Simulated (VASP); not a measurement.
A run of VASP 6.6.1 is set up as follows.

File INCAR:

```
PREC = Accurate ; ENCUT = 520
EDIFF = 1E-6 ; ISMEAR = 0
SIGMA = 0.05 ; LREAL = Auto
LASPH = True ; NELM = 150
ALGO = Normal ; ISIF = 2
LWAVE = False ; LCHARG = True
ISPIN = 2 ; MAGMOM = 2.5 2.5 2.5 2.5 2.5 2.5 2.5 2.5 0 0 0 0 0 0 0 0
LORBIT = 11 ; LMAXMIX = 4
GGA = PE ; LVHAR = True
NBANDS = 106 ; KPAR = 4
```

KPOINTS

```
Automatic mesh
0
Gamma
  6 6 6
```

POSCAR

```
FeGe
1.0
    0.0000000000      4.6626167200      4.6626167200
    4.6626167200      0.0000000000      4.6626167200
    4.6626167200      4.6626167200      0.0000000000
Fe Ge
8 8
Direct
    0.0674550664      0.0674550664      0.0674550664
    0.5674550664      0.0674550664      0.2976348009
    0.2976348009      0.5674550664      0.0674550664
    0.0674550664      0.2976348009      0.5674550664
    0.5674550664      0.5674550664      0.5674550664
    1.0674550664      0.5674550664      0.7976348009
    0.7976348009      1.0674550664      0.5674550664
    0.5674550664      0.7976348009      1.0674550664
    0.4208811926      0.4208811926      0.4208811926
   -0.0791188074      0.4208811926      0.2373564221
    0.2373564221     -0.0791188074      0.4208811926
    0.4208811926      0.2373564221     -0.0791188074
    0.9208811926      0.9208811926      0.9208811926
    0.4208811926      0.9208811926      0.7373564221
    0.7373564221      0.4208811926      0.9208811926
    0.9208811926      0.7373564221      0.4208811926
```

Potentials or basis: VASP PAW PBE potentials, release 64 (Fe, Ge_d).

Launch:

```console
$ cat potpaw_PBE.64/Fe/POTCAR potpaw_PBE.64/Ge_d/POTCAR > POTCAR
$ mpirun -np 4 vasp_std > vasp.out
```

What does it give for the net moment?

8.35 μB per cell.

What does it give for the site moments?

Fe +1.16; Ge -0.08 μB.

Predict the pressure.

0.3 GPa.

Forces in eV/Å, atoms in the order of the input:
```
Fe   0.004  0.004  0.004
Fe  -0.004 -0.004  0.004
Fe   0.004 -0.004 -0.004
Fe  -0.004  0.004 -0.004
Fe   0.004  0.004  0.004
Fe  -0.004 -0.004  0.004
Fe   0.004 -0.004 -0.004
Fe  -0.004  0.004 -0.004
Ge  -0.006 -0.006 -0.006
Ge   0.006  0.006 -0.006
Ge  -0.006  0.006  0.006
Ge   0.006 -0.006  0.006
Ge  -0.006 -0.006 -0.006
Ge   0.006  0.006 -0.006
Ge  -0.006  0.006  0.006
Ge   0.006 -0.006  0.006
```
